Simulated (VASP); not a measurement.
# TaN (P6/mmm) in VASP: notebook, part 2 of 2

VASP 6.6.1.

**3. Single point, r2SCAN (biaxial strain in the a-b plane: -4.0 %, then relaxed in part)**

Input file POSCAR:

```
TaN
1.0
    5.0297128823      0.0000000000      0.0000000000
   -2.5148564411      4.3558591298      0.0000000000
    0.0000000000      0.0000000000      2.9798393878
Ta N
3 3
Direct
    0.0000000000      0.0000000000      0.0000000000
    0.3333333333      0.6666666667      0.5000000000
    0.6666666667      0.3333333333      0.5000000000
    0.5000000000      0.0000000000      0.0000000000
    0.5000000000      0.5000000000      0.0000000000
    0.0000000000      0.5000000000      0.0000000000
```

Input file INCAR.step1:

```
SYSTEM = TaN
PREC     = Accurate       ! precision mode
ENCUT    = 520            ! plane-wave cutoff, eV
ISMEAR   = 0              ! smearing method
SIGMA    = 0.1            ! smearing width, eV
LREAL    = .FALSE.        ! projectors in reciprocal space
LASPH    = .TRUE.         ! aspherical terms in the spheres
NELM     = 100            ! most SCF steps
NBANDS   = 33             ! bands
GGA      = PE             ! functional
ALGO     = Normal         ! electronic algorithm
EDIFF    = 1E-4           ! SCF threshold, eV
LWAVE    = .TRUE.         ! write WAVECAR
LCHARG   = .FALSE.        ! write CHGCAR
```

Input file INCAR.step2:

```
SYSTEM = TaN
PREC     = Accurate       ! precision mode
ENCUT    = 520            ! plane-wave cutoff, eV
EDIFF    = 1E-7           ! SCF threshold, eV
ISMEAR   = 0              ! smearing method
SIGMA    = 0.1            ! smearing width, eV
LREAL    = .FALSE.        ! projectors in reciprocal space
LASPH    = .TRUE.         ! aspherical terms in the spheres
NELM     = 100            ! most SCF steps
ALGO     = Normal         ! electronic algorithm
ISIF     = 2              ! what is computed and relaxed
LWAVE    = .FALSE.        ! write WAVECAR
LCHARG   = .FALSE.        ! write CHGCAR
METAGGA  = R2SCAN         ! meta-GGA
LMIXTAU  = .TRUE.       
NBANDS   = 33             ! bands
ISTART   = 1
```

Input file KPOINTS:

```
regular mesh
0
G
  12 12 12
  0 0 0
```

Potentials or basis: VASP PAW PBE potentials, release 64 (Ta_pv, N).

The run is started by

```bash
cat potpaw_PBE.64/Ta_pv/POTCAR potpaw_PBE.64/N/POTCAR > POTCAR
cp INCAR.step1 INCAR
mpirun -np 1 vasp_std > vasp.out
cp INCAR.step2 INCAR
mpirun -np 1 vasp_std > vasp.out
```

OUTCAR:

```text
SYSTEM = TaN
   PREC = Accurate
   ENCUT = 520
   EDIFF = 1E-7
   ISMEAR = 0
   LREAL = .FALSE.
   LASPH = .TRUE.
   NELM = 100
   ISIF = 2
   METAGGA = R2SCAN
   ISTART = 1

 ion  position               nearest neighbor table
   1  0.000  0.000  0.000-   6 2.51   6 2.51   4 2.51   4 2.51   5 2.51   5 2.51   3 3.26   3 3.26
                             2 3.26   2 3.26   2 3.26   3 3.26   2 3.26   3 3.26   2 3.26   3 3.26
   2  0.333  0.667  0.500-   4 2.08   4 2.08   6 2.08   6 2.08   5 2.08   5 2.08   3 2.90   3 2.90
                             3 2.90   1 3.26   1 3.26   1 3.26   1 3.26   1 3.26   1 3.26
   3  0.667  0.333  0.500-   4 2.08   4 2.08   6 2.08   6 2.08   5 2.08   5 2.08   2 2.90   2 2.90
                             2 2.90   1 3.26   1 3.26   1 3.26   1 3.26   1 3.26   1 3.26
   4  0.500  0.000  0.000-   2 2.08   3 2.08   2 2.08   3 2.08   1 2.51   1 2.51
   5  0.500  0.500  0.000-   2 2.08   3 2.08   2 2.08   3 2.08   1 2.51   1 2.51
   6  0.000  0.500  0.000-   2 2.08   3 2.08   2 2.08   3 2.08   1 2.51   1 2.51

  LATTYP: Found a hexagonal cell.
 ALAT       =     5.0297128823
 C/A-ratio  =     0.5924472147

  Lattice vectors:

 A1 = (   5.0297128823,   0.0000000000,   0.0000000000)
 A2 = (  -2.5148564411,   4.3558591298,   0.0000000000)
 A3 = (   0.0000000000,   0.0000000000,   2.9798393878)

Analysis of symmetry for initial positions (statically):
=====================================================================
 Subroutine PRICEL returns:
 Original cell was already a primitive cell.

 Routine SETGRP: Setting up the symmetry group for a
 hexagonal supercell.

 Subroutine GETGRP returns: Found 24 space group operations
 (whereof 24 operations were pure point group operations)
 out of a pool of 24 trial point group operations.

The static configuration has the point symmetry D_6h.

Analysis of symmetry for dynamics (positions and initial velocities):
=====================================================================
 Subroutine PRICEL returns:
 Original cell was already a primitive cell.

 Routine SETGRP: Setting up the symmetry group for a
 hexagonal supercell.

 Subroutine GETGRP returns: Found 24 space group operations
 (whereof 24 operations were pure point group operations)
 out of a pool of 24 trial point group operations.

The dynamic configuration has the point symmetry D_6h.

 Subroutine INISYM returns: Found 24 space group operations
 (whereof 24 operations are pure point group operations),
 and found     1 'primitive' translations

----------------------------------------------------------------------------------------

                                     Primitive cell

  volume of cell :      65.2845

  direct lattice vectors                    reciprocal lattice vectors
     5.029712882  0.000000000  0.000000000     0.198818506  0.114787918  0.000000000
    -2.514856441  4.355859130  0.000000000     0.000000000  0.229575836  0.000000000
     0.000000000  0.000000000  2.979839388     0.000000000  0.000000000  0.335588557

  length of vectors
     5.029712882  5.029712882  2.979839388     0.229575836  0.229575836  0.335588557

  position of ions in fractional coordinates (direct lattice)
     0.000000000  0.000000000  0.000000000
     0.333333333  0.666666667  0.500000000
     0.666666667  0.333333333  0.500000000
[... 44 lines left out ...]
  0.250000  0.000000  0.000000      6.000000
  0.333333 -0.000000  0.000000      6.000000
  0.416667 -0.000000  0.000000      6.000000
[... 16 lines left out ...]
  0.250000  0.000000  0.083333     12.000000
  0.333333 -0.000000  0.083333     12.000000
 [... further k-points ...]
   k-points           NKPTS =    133   k-points in BZ     NKDIM =    133   number of bands    NBANDS=     33
   number of dos      NEDOS =    301   number of ions     NIONS =      6
   total plane-waves  NPLWV =  38400
   dimension x,y,z NGX =    40 NGY =   40 NGZ =   24
   dimension x,y,z NGXF=    80 NGYF=   80 NGZF=   48
   ions per type =               3   3
   NGX,Y,Z   is equivalent  to a cutoff of  13.22, 13.22, 13.39 a.u.
   NGXF,Y,Z  is equivalent  to a cutoff of  26.44, 26.44, 26.78 a.u.
 SYSTEM =  TaN
   PREC   = accura    normal or accurate (medium, high low for compatibility)
   ISTART =      1    job   : 0-new  1-cont  2-samecut
   ICHARG =      0    charge: 1-file 2-atom 10-const
   ISPIN  =      1    spin polarized calculation?
   LNONCOLLINEAR =      F non collinear calculations
   LSORBIT =      F    spin-orbit coupling
   LASPH  =      T    aspherical Exc in radial PAW
   ENCUT  =  520.0 eV  38.22 Ry    6.18 a.u.   9.35  9.35  5.54*2*pi/ulx,y,z
   NELM   =    100;   NELMIN=  2; NELMDL=  0     # of ELM steps
   EDIFF  = 0.1E-06   stopping-criterion for ELM
   LREAL  =      F    real-space projection
   EDIFFG = 0.1E-05   stopping-criterion for IOM
   NSW    =      0    number of steps for IOM
   IBRION =     -1    ionic relax: 0-MD 1-quasi-New 2-CG
   NFREE  =      0    steps in history (QN), initial steepest desc. (CG)
   ISIF   =      2    stress and relaxation
   ISYM   =      2    0-nonsym 1-usesym 2-fastsym
   POTIM  = 0.5000    time-step for ionic-motion
   TEBEG  =    0.0;   TEEND  =   0.0 temperature during run
   PSTRESS=    0.0 pullay stress
   NELECT =      48.0000    total number of electrons
   NUPDOWN=      -1.0000    fix difference up-down
   EMIN   =  10.00;   EMAX   =-10.00  energy-range for DOS
   EFERMI =   0.00;   METHOD = LEGACY
   ISMEAR =     0;   SIGMA  =   0.10  broadening in eV -4-tet -1-fermi 0-gaus
   EFERMI_NEDOS =   21; number of points for ismear=-14 and -15
   IALGO  =     38    algorithm
   IMIX   =      4    mixing-type and parameters
     AMIX     =   0.40;   BMIX     =  1.00
     AMIX_MAG =   1.60;   BMIX_MAG =  1.00
  volume/ion in A,a.u.               =      10.88        73.43
  Fermi-wavevector in a.u.,A,eV,Ry     =   1.477583  2.792227 29.704949  2.183252
  Thomas-Fermi vector in A             =   2.591969
   LORBIT       =      0    0 simple, 1 ext, 2 COOP (PROOUT), +10 PAW based schemes
   METAGGA = R2SCAN    functional components
   LHFCALC =     F    Hartree Fock is set to
   AEXX    =    0.0000 exact exchange contribution
   IVDW    =     0    specifies the selected vdW correction
   LEPSILON=     F    determine dielectric tensor
   LRPA    =     F    only Hartree local field effects (RPA)
 non-spin polarized calculation
 Gauss-broadening in eV      SIGMA  =   0.10
  energy-cutoff  :      520.00
  volume of cell :       65.28
 maximum number of plane-waves:      1787
 NGX is ok and might be reduce to    40
   NGX = 19   NGY = 19   NGZ = 11

 number of electron      48.0000004 magnetization

 Free energy of the ion-electron system (eV)
  ---------------------------------------------------
  ext. energy  EPLUGINS =         0.00000000
  ---------------------------------------------------
  free energy    TOTEN  =      -178.00275523 eV

  energy without entropy =     -177.99657046  energy(sigma->0) =     -177.99966284

 E-fermi :   8.5840     XC(G=0): -14.3074

 val. band max:        8.5759094516   @ k =   0.1667   0.0000   0.4167
 cond. band min:       8.6070400802   @ k =   0.0833   0.0833   0.4167
 fundamental gap:      0.0311306286
 Fermi energy:         8.5839705565

 k-point     1 :       0.0000    0.0000    0.0000
  band No.  band energies     occupation
      1     -28.9975      2.00000
      2     -28.9975      2.00000
      3     -28.5399      2.00000
      4     -28.5399      2.00000
      5     -28.3764      2.00000
      6     -28.1857      2.00000
[... 853 lines left out ...]
     32      12.5578      0.00000
     33      12.5970      0.00000

 [... further k-points ...]

------------------------ aborting loop because EDIFF is reached ----------------------------------------

  FORCE on cell =-STRESS in cart. coord.  units (eV):
  Direction    XX          YY          ZZ          XY          YZ          ZX
  --------------------------------------------------------------------------------------
  -------------------------------------------------------------------------------------
  Total        9.6655645      9.6655645      0.9205526      0.0000000      0.0000000      0.0000000
  in kB      237.2072335    237.2072335     22.5917202      0.0000000      0.0000000      0.0000000
  external PRESSURE =     165.6687291 kB  Pullay stress =       0.0000000 kB

 VOLUME and BASIS-vectors are now :
 -----------------------------------------------------------------------------
  energy-cutoff  :      520.00
  volume of cell :       65.28
      direct lattice vectors                 reciprocal lattice vectors
     5.029712882  0.000000000  0.000000000     0.198818506  0.114787918  0.000000000
    -2.514856441  4.355859130  0.000000000     0.000000000  0.229575836  0.000000000
     0.000000000  0.000000000  2.979839388     0.000000000  0.000000000  0.335588557

 POSITION                                       TOTAL-FORCE (eV/Angst)
 -----------------------------------------------------------------------------------
      0.00000      0.00000      0.00000        -0.000000      0.000000      0.000000
     -0.00000      2.90391      1.48992         0.000000      0.000000     -0.000000
      2.51486      1.45195      1.48992        -0.000000      0.000000      0.000000
      2.51486      0.00000      0.00000        -0.000000      0.000000      0.000000
      1.25743      2.17793      0.00000        -0.000000      0.000000      0.000000
     -1.25743      2.17793      0.00000        -0.000000      0.000000      0.000000
 -----------------------------------------------------------------------------------
    total drift:                               -0.000000      0.000000     -0.000000

  FREE ENERGIE OF THE ION-ELECTRON SYSTEM (eV)
  ---------------------------------------------------
  free  energy   TOTEN  =      -178.0027552298 eV

  energy  without entropy=     -177.9965704594  energy(sigma->0) =     -177.99966284
```

It took 7.2 min on 1 thread of Intel Xeon 6975P-C (Granite Rapids), shared host; peak memory 0.35 GiB.

Results:

```yaml
Free_energy: -178.0028 eV
Pressure: 16.6 GPa
Band_gap_on_the_k_mesh: zero (bands 24 and 25 overlap by 1.76 eV)
```

Caveat: the cell differs from its parent crystal (biaxial strain in the a-b plane: -4.0 %, then relaxed in part); the cell stands under pressure; the PAW data sets were made with another functional, which shifts forces and pressure a little; spin-orbit coupling is left out, which moves the levels of the heavy elements.
